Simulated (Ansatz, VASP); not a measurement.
**Si4C: VASP beside Ansatz**

File INCAR:

```
PREC = Accurate
ENCUT = 600
EDIFF = 1E-6
ISMEAR = 0
SIGMA = 0.1
LREAL = F
LASPH = T
NELM = 200
ALGO = Normal
ISIF = 2
LWAVE = F
LCHARG = F
ISPIN = 2
MAGMOM = 0 0 0 0 1
LORBIT = 11
GGA = PE
NBANDS = 22
GGA_COMPAT = F
```

File KPOINTS:

```
Automatic mesh
0
Gamma
  4 4 4
```

The input POSCAR:

```
Si4C
1.0
    4.0798227742      0.0000000000      0.0000000000
    0.0000000000      4.0798227742      0.0000000000
    0.0000000000      0.0000000000      4.0798227742
Si C
4 1
Direct
    0.0000000000      0.5000000000      0.5000000000
    0.5000000000      0.5000000000      0.0000000000
    0.5000000000      0.0000000000      0.5000000000
    0.0000000000      0.0000000000      0.0000000000
    0.5000000000      0.5000000000      0.5000000000
```

Input for Ansatz:

```yaml
crystal:
  lattice:
    - [4.0798227742, 0.0, 0.0]
    - [0.0, 4.0798227742, 0.0]
    - [0.0, 0.0, 4.0798227742]
  atoms:
    - { symbol: Si, position: [0.0, 0.5, 0.5] }
    - { symbol: Si, position: [0.5, 0.5, 0.0] }
    - { symbol: Si, position: [0.5, 0.0, 0.5] }
    - { symbol: Si, position: [0.0, 0.0, 0.0] }
    - { symbol: C, position: [0.5, 0.5, 0.5], spin: 1.0 }
basis:
  ecutwfc: 420
kpoints:
  mp_grid: { grid: [4, 4, 4] }
hamiltonian:
  xc: pbe
scf:
  occupations: { method: gaussian, width: 0.1 }
  lower_state_search: "off"
output:
  forces: true
  stress: true
  eigenvalues: true
  populations: true
magnetization:
  spin_polarized: true
```

Change from the starting cell: species swapped into the Fe4N type (Pm-3m, No. 221).

Alike in both runs: task single point; functional PBE; k mesh 4 × 4 × 4; occupations gaussian, width 0.1 eV; collinear spin.

|  | VASP | Ansatz |
| --- | --- | --- |
| version | VASP 6.6.1 | Ansatz 0.2.0 |
| potentials or method | VASP PAW PBE potentials, release 64 (Si, C), cutoff 600 eV | scalar-relativistic, plane waves, PAW |
| valence electrons in the cell | 20 | 20 |

|  | VASP | Ansatz | Ansatz less VASP |
| --- | --- | --- | --- |
| gap on the k mesh at the Fermi level (eV) | none | none | - |
| pressure (GPa) | 0.1 | 0.1 | -0.02 |
| net moment per atom (μB) | 0.00 | 0.00 | 0.000 |

A gap of «none» marks a metal or a gap that the smearing closes. With one functional, cell and mesh, what is left measures potentials, basis and numerics. Ansatz's warnings: seeded moment not kept.

The k mesh is coarse, so the values compare programs but aren't converged.
